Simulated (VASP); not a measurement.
# ZnO (P6_3mc) in VASP: notebook, part 3 of 3

VASP 6.6.1. Earlier steps stand in the parts before.

### Step 4. Single point, r2SCAN

POSCAR reads:

```
ZnO
1.0
    3.2351975635      0.0000000000      0.0000000000
   -1.6175987818      2.8017632763      0.0000000000
    0.0000000000      0.0000000000      5.2114228350
Zn O
2 2
Direct
    0.3333333333      0.6666666667      0.4996923815
    0.6666666667      0.3333333333     -0.0003076185
    0.6666666667      0.3333333333      0.3793176185
    0.3333333333      0.6666666667      0.8793176185
```

INCAR.step1 reads:

```
SYSTEM = ZnO
ALGO     = Normal         ! electronic algorithm
EDIFF    = 1E-4           ! SCF threshold, eV
ENCUT    = 520            ! plane-wave cutoff, eV
GGA      = PE             ! functional
ISMEAR   = -1             ! smearing method
LASPH    = .TRUE.         ! aspherical terms in the spheres
LCHARG   = .FALSE.        ! write CHGCAR
LREAL    = .FALSE.        ! projectors in reciprocal space
LWAVE    = .TRUE.         ! write WAVECAR
NBANDS   = 26             ! bands
NELM     = 60             ! most SCF steps
PREC     = Accurate       ! precision mode
SIGMA    = 0.1            ! smearing width, eV
```

INCAR.step2 reads:

```
SYSTEM = ZnO
ALGO     = Normal         ! electronic algorithm
EDIFF    = 1E-6           ! SCF threshold, eV
ENCUT    = 520            ! plane-wave cutoff, eV
ISIF     = 2              ! what is computed and relaxed
ISMEAR   = -1             ! smearing method
ISTART   = 1            
LASPH    = .TRUE.         ! aspherical terms in the spheres
LCHARG   = .TRUE.         ! write CHGCAR
LELF     = .TRUE.         ! ELF
LMIXTAU  = .TRUE.       
LREAL    = .FALSE.        ! projectors in reciprocal space
LVHAR    = .TRUE.       
LWAVE    = .FALSE.        ! write WAVECAR
METAGGA  = R2SCAN         ! meta-GGA
NBANDS   = 26             ! bands
NELM     = 60             ! most SCF steps
PREC     = Accurate       ! precision mode
SIGMA    = 0.1            ! smearing width, eV
```

KPOINTS reads:

```
k-points
0
G
  12 12 6
  0 0 0
```

Potentials or basis: VASP PAW PBE potentials, release 64 (Zn, O).

On the command line:

```
$ cat potpaw_PBE.64/Zn/POTCAR potpaw_PBE.64/O/POTCAR > POTCAR
$ cp INCAR.step1 INCAR
$ mpirun -np 1 vasp_std > vasp.out
$ cp INCAR.step2 INCAR
$ mpirun -np 1 vasp_std > vasp.out
```

OUTCAR:

```text
SYSTEM = ZnO
   EDIFF = 1E-6
   ENCUT = 520
   ISIF = 2
   ISMEAR = -1
   ISTART = 1
   LASPH = .TRUE.
   LREAL = .FALSE.
   METAGGA = R2SCAN
   NELM = 60
   PREC = Accurate

 ion  position               nearest neighbor table
   1  0.333  0.667  0.500-   3 1.97   3 1.97   3 1.97   4 1.98
   2  0.667  0.333  1.000-   4 1.97   4 1.97   4 1.97   3 1.98
   3  0.667  0.333  0.379-   1 1.97   1 1.97   1 1.97   2 1.98
   4  0.333  0.667  0.879-   2 1.97   2 1.97   2 1.97   1 1.98

  LATTYP: Found a hexagonal cell.
 ALAT       =     3.2351975635
 C/A-ratio  =     1.6108514960

  Lattice vectors:

 A1 = (   3.2351975635,   0.0000000000,   0.0000000000)
 A2 = (  -1.6175987818,   2.8017632763,   0.0000000000)
 A3 = (   0.0000000000,   0.0000000000,   5.2114228350)

Analysis of symmetry for initial positions (statically):
=====================================================================
 Subroutine PRICEL returns:
 Original cell was already a primitive cell.

 Routine SETGRP: Setting up the symmetry group for a
 hexagonal supercell.

 Subroutine GETGRP returns: Found 12 space group operations
 (whereof  6 operations were pure point group operations)
 out of a pool of 24 trial point group operations.

The static configuration has the point symmetry C_3v.
 The point group associated with its full space group is C_6v.

Analysis of symmetry for dynamics (positions and initial velocities):
=====================================================================
 Subroutine PRICEL returns:
 Original cell was already a primitive cell.

 Routine SETGRP: Setting up the symmetry group for a
 hexagonal supercell.

 Subroutine GETGRP returns: Found 12 space group operations
 (whereof  6 operations were pure point group operations)
 out of a pool of 24 trial point group operations.

The dynamic configuration has the point symmetry C_3v.
 The point group associated with its full space group is C_6v.

 Subroutine INISYM returns: Found 12 space group operations
 (whereof  6 operations are pure point group operations),
 and found     1 'primitive' translations

----------------------------------------------------------------------------------------

                                     Primitive cell

  volume of cell :      47.2377

  direct lattice vectors                    reciprocal lattice vectors
     3.235197563  0.000000000  0.000000000     0.309100134  0.178459046  0.000000000
    -1.617598782  2.801763276  0.000000000     0.000000000  0.356918091  0.000000000
     0.000000000  0.000000000  5.211422835     0.000000000  0.000000000  0.191886176

  length of vectors
     3.235197563  3.235197564  5.211422835     0.356918091  0.356918091  0.191886176

  position of ions in fractional coordinates (direct lattice)
     0.333333333  0.666666667  0.499692381
     0.666666667  0.333333333  0.999692381
     0.666666667  0.333333333  0.379317618
     0.333333333  0.666666667  0.879317618

  ion indices of the primitive-cell ions
   primitive index   ion index
                 1           1
                 2           2
                 3           3
                 4           4

----------------------------------------------------------------------------------------

 KPOINTS: k-points

Automatic generation of k-mesh.
 Grid dimensions read from file:
 generate k-points for:   12   12    6

 Generating k-lattice:

  Cartesian coordinates                     Fractional coordinates (reciprocal lattice)
     0.025758344  0.014871587  0.000000000     0.083333333  0.000000000  0.000000000
     0.000000000  0.029743174  0.000000000     0.000000000  0.083333333  0.000000000
     0.000000000  0.000000000  0.031981029     0.000000000  0.000000000  0.166666667

  Length of vectors
     0.029743174  0.029743174  0.031981029

  Shift w.r.t. Gamma in fractional coordinates (k-lattice)
     0.000000000  0.000000000  0.000000000

 Subroutine IBZKPT returns following result:
 ===========================================

 Found     76 irreducible k-points:

 Following reciprocal coordinates:
            Coordinates               Weight
  0.000000  0.000000  0.000000      1.000000
  0.083333  0.000000  0.000000      6.000000
  0.166667  0.000000  0.000000      6.000000
  0.250000  0.000000  0.000000      6.000000
  0.333333 -0.000000  0.000000      6.000000
  0.416667 -0.000000  0.000000      6.000000
[... 16 lines left out ...]
  0.250000  0.000000  0.166667     12.000000
  0.333333 -0.000000  0.166667     12.000000
 [... further k-points ...]
   k-points           NKPTS =     76   k-points in BZ     NKDIM =     76   number of bands    NBANDS=     26
   number of dos      NEDOS =    301   number of ions     NIONS =      4
   total plane-waves  NPLWV =  23040
   dimension x,y,z NGX =    24 NGY =   24 NGZ =   40
   dimension x,y,z NGXF=    48 NGYF=   48 NGZF=   80
   ions per type =               2   2
   NGX,Y,Z   is equivalent  to a cutoff of  12.33, 12.33, 12.76 a.u.
   NGXF,Y,Z  is equivalent  to a cutoff of  24.67, 24.67, 25.52 a.u.
 SYSTEM =  ZnO
   PREC   = accura    normal or accurate (medium, high low for compatibility)
   ISTART =      1    job   : 0-new  1-cont  2-samecut
   ICHARG =      0    charge: 1-file 2-atom 10-const
   ISPIN  =      1    spin polarized calculation?
   LNONCOLLINEAR =      F non collinear calculations
   LSORBIT =      F    spin-orbit coupling
   LASPH  =      T    aspherical Exc in radial PAW
   ENCUT  =  520.0 eV  38.22 Ry    6.18 a.u.   6.02  6.02  9.69*2*pi/ulx,y,z
   NELM   =     60;   NELMIN=  2; NELMDL=  0     # of ELM steps
   EDIFF  = 0.1E-05   stopping-criterion for ELM
   LREAL  =      F    real-space projection
   EDIFFG = 0.1E-04   stopping-criterion for IOM
   NSW    =      0    number of steps for IOM
   IBRION =     -1    ionic relax: 0-MD 1-quasi-New 2-CG
   NFREE  =      0    steps in history (QN), initial steepest desc. (CG)
   ISIF   =      2    stress and relaxation
   ISYM   =      2    0-nonsym 1-usesym 2-fastsym
   POTIM  = 0.5000    time-step for ionic-motion
   TEBEG  =    0.0;   TEEND  =   0.0 temperature during run
   PSTRESS=    0.0 pullay stress
   NELECT =      36.0000    total number of electrons
   NUPDOWN=      -1.0000    fix difference up-down
   EMIN   =  10.00;   EMAX   =-10.00  energy-range for DOS
   EFERMI =   0.00;   METHOD = LEGACY
   ISMEAR =    -1;   SIGMA  =   0.10  broadening in eV -4-tet -1-fermi 0-gaus
   EFERMI_NEDOS =   21; number of points for ismear=-14 and -15
   IALGO  =     38    algorithm
   IMIX   =      4    mixing-type and parameters
     AMIX     =   0.40;   BMIX     =  1.00
     AMIX_MAG =   1.60;   BMIX_MAG =  1.00
  volume/ion in A,a.u.               =      11.81        79.69
  Fermi-wavevector in a.u.,A,eV,Ry     =   1.495361  2.825823 30.424062  2.236106
  Thomas-Fermi vector in A             =   2.607516
   LORBIT       =      0    0 simple, 1 ext, 2 COOP (PROOUT), +10 PAW based schemes
   METAGGA = R2SCAN    functional components
   LHFCALC =     F    Hartree Fock is set to
   AEXX    =    0.0000 exact exchange contribution
   IVDW    =     0    specifies the selected vdW correction
   LEPSILON=     F    determine dielectric tensor
   LRPA    =     F    only Hartree local field effects (RPA)
 non-spin polarized calculation
  energy-cutoff  :      520.00
  volume of cell :       47.24
 maximum number of plane-waves:      1292
   NGX = 13   NGY = 13   NGZ = 19

 number of electron      36.0000015 magnetization

 Free energy of the ion-electron system (eV)
  ---------------------------------------------------
  ext. energy  EPLUGINS =         0.00000000
  ---------------------------------------------------
  free energy    TOTEN  =       -36.31745262 eV

  energy without entropy =      -36.31741258  energy(sigma->0) =      -36.31743260

 E-fermi :   1.6963     XC(G=0): -11.7064

 val. band max:        0.9186408759   @ k =   0.0000   0.0000   0.0000
 cond. band min:       2.1533517286   @ k =   0.0000   0.0000   0.0000
 fundamental gap:      1.2347108527
 Fermi energy:         1.6962861445

 k-point     1 :       0.0000    0.0000    0.0000
  band No.  band energies     occupation
      1     -18.2269      2.00000
      2     -17.5309      2.00000
      3      -4.9397      2.00000
      4      -4.9397      2.00000
      5      -4.8832      2.00000
      6      -4.8363      2.00000
[... 685 lines left out ...]
     25      15.2091      0.00000
     26      15.8850      0.00000

 [... further k-points ...]

------------------------ aborting loop because EDIFF is reached ----------------------------------------

  FORCE on cell =-STRESS in cart. coord.  units (eV):
  Direction    XX          YY          ZZ          XY          YZ          ZX
  --------------------------------------------------------------------------------------
  -------------------------------------------------------------------------------------
  Total        0.2905689      0.2905689      0.3255901     -0.0000000     -0.0000000      0.0000000
  in kB        9.8553300      9.8553300     11.0431559     -0.0000000     -0.0000000      0.0000000
  external PRESSURE =      10.2512720 kB  Pullay stress =       0.0000000 kB

 VOLUME and BASIS-vectors are now :
 -----------------------------------------------------------------------------
  energy-cutoff  :      520.00
  volume of cell :       47.24
      direct lattice vectors                 reciprocal lattice vectors
     3.235197563  0.000000000  0.000000000     0.309100134  0.178459046  0.000000000
    -1.617598782  2.801763276  0.000000000     0.000000000  0.356918091  0.000000000
     0.000000000  0.000000000  5.211422835     0.000000000  0.000000000  0.191886176

 POSITION                                       TOTAL-FORCE (eV/Angst)
 -----------------------------------------------------------------------------------
     -0.00000      1.86784      2.60411         0.000000      0.000000     -0.009879
      1.61760      0.93392      5.20982        -0.000000      0.000000     -0.009879
      1.61760      0.93392      1.97678         0.000000      0.000000      0.009879
     -0.00000      1.86784      4.58250         0.000000     -0.000000      0.009879
 -----------------------------------------------------------------------------------
    total drift:                                0.000001      0.000001     -0.074722

  FREE ENERGIE OF THE ION-ELECTRON SYSTEM (eV)
  ---------------------------------------------------
  free  energy   TOTEN  =       -36.3174526239 eV

  energy  without entropy=      -36.3174125844  energy(sigma->0) =      -36.31743260
```

It took 3.8 min on 1 thread of AMD EPYC 7R13 (Zen 3), shared host; peak memory 0.19 GiB.

Results:

```
Free energy            : -36.3175 eV
Pressure               : 1.0 GPa
Largest force          : 0.010 eV/Å
Band gap on the k mesh : 1.23 eV
```

Forces on the atoms (eV/Å):
```
Zn   0.000  0.000 -0.010
Zn   0.000  0.000 -0.010
O    0.000  0.000  0.010
O    0.000  0.000  0.010
```

Stress tensor (GPa, compression positive):
```
0.99 0.00 0.00
0.00 0.99 0.00
0.00 0.00 1.10
```

Caveat: the PAW data sets were made with another functional, which shifts forces and pressure a little.
